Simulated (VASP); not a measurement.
# Fe3Co (P4/mmm) in VASP: a series of runs, part 2 of 2

VASP 6.6.1.

## Step 3: Single point, PBEsol, collinear spin, ferromagnetic start

Contents of INCAR:

```
PREC = Accurate ; ENCUT = 600
EDIFF = 1E-6 ; ISMEAR = 0
SIGMA = 0.1 ; LREAL = F
LASPH = T ; NELM = 200
ALGO = Normal ; ISIF = 2
LWAVE = F ; LCHARG = T
ISPIN = 2 ; MAGMOM = 2.6 2.87 2.87 1.99
LORBIT = 11 ; LMAXMIX = 4
GGA = PS ; LELF = T
LVHAR = T ; NBANDS = 28
GGA_COMPAT = F
```

Contents of KPOINTS:

```
regular mesh
0
Gamma
  2 2 2
```

Contents of POSCAR:

```
Fe3Co
1.0
    4.0235794450      0.0000000000      0.0000000000
    0.0000000000      4.0235794450      0.0000000000
    0.0000000000      0.0000000000      2.8277051700
Fe Co
3 1
Direct
    0.5000000000      0.5000000000      0.0000000000
    0.5000000000      0.0000000000      0.5000000000
    0.0000000000      0.5000000000      0.5000000000
    0.0000000000      0.0000000000      0.0000000000
```

Potentials or basis: VASP PAW PBE potentials, release 64 (Fe, Co).

Run with:

```sh
$ cat potpaw_PBE.64/Fe/POTCAR potpaw_PBE.64/Co/POTCAR > POTCAR
$ mpirun -np 1 vasp_std > vasp.out
```

It took 32 s on 1 thread of Oxide Virtual Turin-like, shared host; peak memory 0.15 GiB.

It converged, with:

- Free energy: -32.9498 eV
- Pressure: -6.0 GPa
- Net moment: 9.21 μB per cell
- Site moments: Fe +2.00, +2.51 (each value once); Co +1.91 μB
- Valence electrons inside the program's atomic spheres: Fe 7.27, 7.23 (each value once); Co 8.24

Stress tensor (GPa, compression positive):
```
-10.75   0.00   0.00
  0.00 -10.75   0.00
  0.00   0.00   3.43
```

Levels at points of the mesh, in eV from the Fermi level:
Spin up:
| k point | band 18 | band 19 | band 20 | band 21 | band 22 | band 23 | band 24 | band 25 |
| --- | --- | --- | --- | --- | --- | --- | --- | --- |
| (0.00, 0.00, 0.00) | -0.37 | -0.15 | -0.08 | -0.08 | 0.16 | 0.16 | 6.63 | 6.73 |
| (0.50, 0.00, 0.00) | -1.39 | -1.21 | -1.14 | -0.34 | 0.13 | 4.50 | 4.53 | 7.02 |
| (0.50, 0.50, 0.00) | -1.43 | -1.31 | -1.31 | -0.44 | -0.18 | -0.16 | -0.16 | 16.22 |
| (0.00, 0.00, 0.50) | -1.22 | -1.17 | -1.14 | -0.23 | -0.14 | 7.97 | 8.02 | 8.04 |
| (0.50, 0.00, 0.50) | -1.01 | -0.97 | -0.79 | 1.61 | 1.72 | 2.01 | 2.02 | 10.30 |
| (0.50, 0.50, 0.50) | -0.10 | -0.04 | -0.04 | 0.01 | 0.08 | 0.08 | 0.30 | 6.47 |
Spin down:
```csv
k point,band 9,band 10,band 11,band 12,band 13,band 14,band 15,band 16
"(0.00, 0.00, 0.00)",-0.79,-0.78,0.47,0.47,0.85,0.93,1.13,1.34
"(0.50, 0.00, 0.00)",-1.20,-0.87,-0.72,-0.26,0.22,0.43,0.54,0.73
"(0.50, 0.50, 0.00)",-0.85,-0.70,-0.70,-0.26,-0.20,-0.14,-0.14,0.04
"(0.00, 0.00, 0.50)",-1.21,-0.82,-0.64,-0.64,-0.12,-0.12,0.28,0.79
"(0.50, 0.00, 0.50)",-1.72,-1.45,-1.42,-1.39,0.56,0.94,0.97,1.14
"(0.50, 0.50, 0.50)",0.47,0.52,0.52,0.53,0.68,0.82,1.19,1.19
```

Caveat: the k points lie up to 1.11 Å⁻¹ apart, too coarse for converged energies, forces and pressures; the PAW data sets were made with another functional, which shifts forces and pressure a little.

## Step 4: Single point, PBEsol, collinear spin, ferromagnetic start

Contents of INCAR:

```
SYSTEM = Fe3Co
PREC = Accurate
ENCUT = 600
EDIFF = 1E-6
ISMEAR = 0
SIGMA = 0.1
LREAL = .False.
LASPH = .True.
NELM = 200
ALGO = Normal
ISIF = 2
LWAVE = .False.
LCHARG = .True.
ISPIN = 2
MAGMOM = 2.6 2.87 2.87 1.99
LORBIT = 11
LMAXMIX = 4
GGA = PS
LELF = .True.
LVHAR = .True.
NBANDS = 28
GGA_COMPAT = .False.
```

Contents of KPOINTS:

```
Automatic mesh
0
Gamma
  2 2 4
  0 0 0
```

POSCAR is that of step 3.

Potentials or basis: VASP PAW PBE potentials, release 64 (Fe, Co).

Run with:

```sh
$ cat potpaw_PBE.64/Fe/POTCAR potpaw_PBE.64/Co/POTCAR > POTCAR
$ mpirun -np 1 vasp_std > vasp.out
```

OUTCAR:

```text
SYSTEM = Fe3Co
   PREC = Accurate
   ENCUT = 600
   EDIFF = 1E-6
   ISMEAR = 0
   LREAL = .False.
   LASPH = .True.
   NELM = 200
   ISIF = 2
   ISPIN = 2
   LORBIT = 11
   GGA = PS

 ion  position               nearest neighbor table
   1  0.500  0.500  0.000-   2 2.46   3 2.46   2 2.46   3 2.46   2 2.46   2 2.46   3 2.46   3 2.46
                             4 2.85   4 2.85   4 2.85   4 2.85
   2  0.500  0.000  0.500-   1 2.46   4 2.46   1 2.46   4 2.46   1 2.46   1 2.46   4 2.46   4 2.46
                             3 2.85   3 2.85   3 2.85   3 2.85
   3  0.000  0.500  0.500-   1 2.46   4 2.46   1 2.46   4 2.46   4 2.46   4 2.46   1 2.46   1 2.46
                             2 2.85   2 2.85   2 2.85   2 2.85
   4  0.000  0.000  0.000-   2 2.46   3 2.46   2 2.46   3 2.46   3 2.46   3 2.46   2 2.46   2 2.46
                             1 2.85   1 2.85   1 2.85   1 2.85

[... 776 lines left out ...]

 POSITION                                       TOTAL-FORCE (eV/Angst)
 -----------------------------------------------------------------------------------
      2.01179      2.01179      0.00000         0.000000      0.000000      0.000000
      2.01179      0.00000      1.41385         0.000000      0.000000      0.000000
      0.00000      2.01179      1.41385         0.000000      0.000000      0.000000
      0.00000      0.00000      0.00000         0.000000      0.000000      0.000000
 -----------------------------------------------------------------------------------
    total drift:                                0.000000     -0.000000     -0.000000

  FREE ENERGIE OF THE ION-ELECTRON SYSTEM (eV)
  ---------------------------------------------------
  free  energy   TOTEN  =       -34.0668123524 eV

  energy  without entropy=      -34.0282895373  energy(sigma->0) =      -34.04755094

 total charge

# of ion       s       p       d       tot
------------------------------------------
    1        0.495   0.498   6.281   7.274
    2        0.491   0.516   6.214   7.220
    3        0.491   0.516   6.214   7.220
    4        0.498   0.503   7.252   8.254
--------------------------------------------------
tot          1.974   2.032  25.962  29.968

 magnetization (x)

# of ion       s       p       d       tot
------------------------------------------
    1       -0.001   0.000   2.491   2.491
    2       -0.000   0.009   2.691   2.700
    3       -0.000   0.009   2.691   2.700
    4       -0.004   0.009   1.884   1.889
--------------------------------------------------
tot         -0.005   0.027   9.757   9.779
```

OSZICAR:

```text
N       E                     dE             d eps       ncg     rms          rms(c)
DAV:   1     0.246717287556E+03    0.24672E+03   -0.15270E+04  1008   0.168E+03
DAV:   2    -0.238899449701E+02   -0.27061E+03   -0.25423E+03  1008   0.326E+02
[... 13 lines left out ...]
DAV:  16    -0.340666454223E+02   -0.74124E-04   -0.65143E-04  1272   0.361E-01    0.222E-01
DAV:  17    -0.340667843345E+02   -0.13891E-03   -0.55535E-04  1184   0.282E-01    0.752E-02
DAV:  18    -0.340668071617E+02   -0.22827E-04   -0.98398E-05  1140   0.104E-01    0.386E-02
DAV:  19    -0.340668102001E+02   -0.30384E-05   -0.15559E-05  1092   0.642E-02    0.242E-02
DAV:  20    -0.340668120271E+02   -0.18269E-05   -0.45004E-06   948   0.421E-02    0.126E-02
DAV:  21    -0.340668123524E+02   -0.32536E-06   -0.14528E-06   692   0.201E-02
   1 F= -.34066812E+02 E0= -.34047551E+02  d E =-.385228E-01  mag=     9.9104
```

stdout:

```text
POSCAR found type information on POSCAR FeCo
 POSCAR found :  2 types and       4 ions
 scaLAPACK will be used
 -----------------------------------------------------------------------------
|                                                                             |
|                                                                             |
|     You enforced a specific xc type in the INCAR file but a different       |
|     I HOPE YOU KNOW WHAT YOU ARE DOING!                                     |
|                                                                             |
 -----------------------------------------------------------------------------

 LDA part: xc-table for (Slater+PW92), standard interpolation
 POSCAR, INCAR and KPOINTS ok, starting setup
 FFT: planning ... GRIDC
 FFT: planning ... GRID_SOFT
 FFT: planning ... GRID
 WAVECAR not read
 entering main loop
```

Wall time 54 s (1 thread of Oxide Virtual Turin-like, shared host); peak memory 0.15 GiB.

Results:

| Property | Result |
| --- | --- |
| Free energy | -34.0668 eV |
| Pressure | -3.8 GPa |
| Net moment | 9.91 μB per cell |
| Site moments | Fe +2.49, +2.70 (each value once); Co +1.89 μB |
| Valence electrons inside the program's atomic spheres | Fe 7.27, 7.22 (each value once); Co 8.25 |

Caveat: the k points lie up to 0.78 Å⁻¹ apart; the PAW data sets were made with another functional, which shifts forces and pressure a little.

## Step 5: The runs side by side

```tsv
k mesh	gap on the mesh (eV)	pressure (GPa)	moment (μB)
1 × 1 × 1	-	4.4	12.87
2 × 2 × 2	none	-6.0	9.21
2 × 2 × 4	none	-3.8	9.91
```

Alike in all rows: task single point; level PBEsol; potentials or basis VASP PAW PBE potentials, release 64 (Fe, Co); spin collinear, ferromagnetic start; cell as given; cutoff (eV) 600; smearing gaussian 0.1 eV.

Caveats: all runs use coarse meshes; the PAW data sets were made with another functional, which shifts forces and pressure a little.

Total energies depend on the potentials used, so only differences within one code and one set of settings carry meaning.
